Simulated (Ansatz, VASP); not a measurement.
# IrRu: VASP beside Ansatz

The input INCAR:

```
SYSTEM = IrRu
  ALGO = Fast
  EDIFF = 1E-7
  ENCUT = 520
  ISIF = 2
  ISMEAR = 0
  LASPH = .TRUE.
  LCHARG = .FALSE.
  LREAL = .FALSE.
  LWAVE = .FALSE.
  NBANDS = 18
  NELM = 100
  PREC = Accurate
  SIGMA = 0.15
```

The input KPOINTS:

```
k-points
0
G
  24 24 12
  0 0 0
```

POSCAR

```
IrRu
1.0
    2.7249110840      0.0000000000      0.0000000000
   -1.3624555420      2.3598422218      0.0000000000
    0.0000000000      0.0000000000      4.3306976446
Ru Ir
1 1
Direct
    0.6666666667      0.3333333333      0.0000000000
    0.0000000000      0.0000000000      0.5000000000
```

Input for Ansatz:

```yaml
crystal:
  lattice:
    - [2.724911084, 0.0, 0.0]
    - [-1.362455542, 2.3598422218, 0.0]
    - [0.0, 0.0, 4.3306976446]
  atoms:
    - { symbol: Ru, position: [0.6666666667, 0.3333333333, 0.0] }
    - { symbol: Ir, position: [0.0, 0.0, 0.5] }
basis:
  ecutwfc: 420
kpoints:
  mp_grid: { grid: [24, 24, 12] }
hamiltonian:
  xc: lda
scf:
  occupations: { method: gaussian, width: 0.15 }
output:
  forces: true
  stress: true
  eigenvalues: true
```

Alike in both runs: task single point; functional LDA; k mesh 24 × 24 × 12; occupations gaussian, width 0.15 eV; no spin polarisation.

|  | VASP | Ansatz |
| --- | --- | --- |
| version | VASP 6.6.1 | Ansatz 0.2.0 |
| potentials or method | VASP PAW LDA potentials, release 64 (Ru_pv, Ir), cutoff 520 eV | scalar-relativistic, plane waves, PAW |
| valence electrons in the cell | 23 | 33 |

|  | VASP | Ansatz | Ansatz less VASP |
| --- | --- | --- | --- |
| gap on the k mesh at the Fermi level (eV) | none | none | - |
| pressure (GPa) | -10.3 | -11.8 | -1.56 |
| traceless stress, the component that is largest in VASP (GPa) | -0.27 | -0.32 | -0.041 |

LDA's correlation is that of Perdew and Zunger in VASP and of Perdew and Wang (1992) in Ansatz. A gap of «none» marks a metal or a gap that the smearing closes. VASP's potentials hold 23 valence electrons a cell and Ansatz's 33, so a difference there can come from the potentials and not from the codes.

Neither program's run includes spin-orbit coupling.
